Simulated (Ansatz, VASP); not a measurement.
## MgO: VASP beside Ansatz

```
Mg O
1.0
     0.00000    2.13515    2.13515
     2.13515    0.00000    2.13515
     2.13515    2.13515    0.00000
Mg O
1 1
Cartesian
  0.0000 0.0000 0.0000
  1.9351 2.1351 2.1351
```

Alike in both runs: task single point; functional r2SCAN; k mesh 10 × 10 × 10; occupations gaussian, width 0.05 eV; no spin polarisation.

|  | VASP | Ansatz |
| --- | --- | --- |
| version | VASP 6.6.1 | Ansatz 0.2.0 |
| potentials or method | VASP PAW PBE potentials, release 64 (Mg, O), cutoff 520 eV | scalar-relativistic, plane waves, PAW |
| valence electrons in the cell | 8 | 16 |

|  | VASP | Ansatz | Ansatz less VASP |
| --- | --- | --- | --- |
| gap on the k mesh at the Fermi level (eV) | 5.19 | 5.21 | +0.025 |
| least direct gap on the mesh (eV) | 5.19 | 5.21 | +0.025 |
| pressure (GPa) | -4.5 | -3.5 | +1.01 |
| traceless stress, the component that is largest in VASP (GPa) | 8.68 | 8.51 | -0.174 |
| rms of the force components (eV/Å) | 0.685 | 0.679 | -0.0060 |

VASP's potentials were made for PBE, not for r2SCAN. Atom by atom the forces differ by 0.006 eV/Å (rms over components). VASP's potentials hold 8 valence electrons a cell and Ansatz's 16, so a difference there can come from the potentials and not from the codes.
